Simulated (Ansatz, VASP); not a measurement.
**Cu: VASP beside Ansatz**

The input INCAR:

```
PREC = Accurate
ENCUT = 520
EDIFF = 1E-7
ISMEAR = 0
SIGMA = 0.15
LREAL = F
LASPH = T
NELM = 100
ALGO = Fast
ISIF = 2
LWAVE = F
LCHARG = T
LELF = T
LVHAR = T
NBANDS = 18
```

KPOINTS

```
Automatic mesh
0
Gamma
  20 20 18
```

POSCAR

```
Cu
1.0
    1.1988715060     -3.9071941049      0.0000000000
    1.1988715060      3.9071941049      0.0000000000
    0.0000000000      0.0000000000      2.4356971987
Cu
2
Direct
    0.0803713069      0.8128616215      0.2500000000
    0.9196286931      0.1871383785      0.7500000000
```

Input for Ansatz:

```yaml
crystal:
  lattice:
    - [1.198871506, -3.9071941049, 0.0]
    - [1.198871506, 3.9071941049, 0.0]
    - [0.0, 0.0, 2.4356971987]
  atoms:
    - { symbol: Cu, position: [0.0803713069, 0.8128616215, 0.25] }
    - { symbol: Cu, position: [0.9196286931, 0.1871383785, 0.75] }
basis:
  ecutwfc: 520.0
kpoints:
  mp_grid: { grid: [20, 20, 18] }
hamiltonian:
  xc: lda
  pseudopotentials: { kind: paw, azcp: { folder: soft_1 } }
scf:
  occupations: { method: gaussian, width: 0.15 }
output:
  forces: true
  stress: true
  eigenvalues: true
```

Change from the starting cell: mode 4 frozen in at -0.128 Å and mode 5 at +0.000 Å (largest displacements).

Alike in both runs: task single point; functional LDA; k mesh 20 × 20 × 18; occupations gaussian, width 0.15 eV; no spin polarisation.

```csv
,VASP,Ansatz
version,VASP 6.6.1,Ansatz 0.2.0
potentials or method,"VASP PAW LDA potentials, release 64 (Cu), cutoff 520 eV","scalar-relativistic, plane waves, PAW"
valence electrons in the cell,22,38
```

|  | VASP | Ansatz | Ansatz less VASP |
| --- | --- | --- | --- |
| gap on the k mesh at the Fermi level (eV) | none | none | - |
| pressure (GPa) | 1.7 | 0.7 | -0.99 |
| traceless stress, the component that is largest in VASP (GPa) | 7.50 | 7.42 | -0.083 |
| rms of the force components (eV/Å) | 0.238 | 0.234 | -0.0041 |

Ansatz warns that its potentials were made for another functional, while VASP's fit it. LDA's correlation is that of Perdew and Zunger in VASP and of Perdew and Wang (1992) in Ansatz. Atom by atom the forces differ by 0.004 eV/Å (rms over components). A gap of «none» marks a metal or a gap that the smearing closes. VASP's potentials hold 22 valence electrons a cell and Ansatz's 38, so a difference there can come from the potentials and not from the codes.
